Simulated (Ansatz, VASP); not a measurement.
**Two plane-wave programs on Bi**

File INCAR:

```
PREC = Accurate ; ENCUT = 520
EDIFF = 1E-7 ; ISMEAR = -1
SIGMA = 0.1 ; LREAL = F
LASPH = T ; NELM = 80
ALGO = Normal ; ISIF = 2
LWAVE = F ; LCHARG = T
LELF = T ; LVHAR = T
NBANDS = 22
```

Contents of KPOINTS:

```
Automatic mesh
0
Gamma
  9 9 9
```

Contents of POSCAR:

```
Bi
1.0
    0.0000000000      3.5064133853      3.5064133853
    3.5064133853      0.0000000000      3.5064133853
    3.5064133853      3.5064133853      0.0000000000
Bi
2
Direct
    0.1250000000      0.1250000000      0.1250000000
    0.8750000000      0.8750000000      0.8750000000
```

Input for Ansatz:

```yaml
crystal:
  lattice:
    - [0.0, 3.5064133853, 3.5064133853]
    - [3.5064133853, 0.0, 3.5064133853]
    - [3.5064133853, 3.5064133853, 0.0]
  atoms:
    - { symbol: Bi, position: [0.125, 0.125, 0.125] }
    - { symbol: Bi, position: [0.875, 0.875, 0.875] }
hamiltonian:
  xc: lda
  pseudopotentials:
    kind: paw
    azcp:
      Bi: "pseudopotentials/Bi.paw.azcp"
basis:
  ecutwfc: 420
  fft_grid_basis: typed
kpoints:
  mp_grid: { grid: [9, 9, 9], shift: [0, 0, 0] }
magnetization:
  spin_polarized: false
scf:
  occupations: { method: fermi_dirac, width: 0.1 }
  lower_state_search: "off"
output:
  stress: true
```

Alike in both runs: task single point; functional LDA; k mesh 9 × 9 × 9; occupations fermi-dirac, width 0.1 eV; no spin polarisation.

|  | VASP | Ansatz |
| --- | --- | --- |
| version | VASP 6.6.1 | Ansatz 0.2.0 |
| potentials or method | VASP PAW LDA potentials, release 64 (Bi_d), cutoff 520 eV | plane waves (420 eV) with PAW, scalar-relativistic |
| valence electrons in the cell | 30 | 30 |

|  | VASP | Ansatz | Ansatz less VASP |
| --- | --- | --- | --- |
| pressure (GPa) | 1.5 | 1.5 | -0.08 |

Ansatz warns that its potentials were made for another functional, while VASP's fit it. LDA's correlation is that of Perdew and Zunger in VASP and of Perdew and Wang (1992) in Ansatz.

Neither program's run includes spin-orbit coupling.
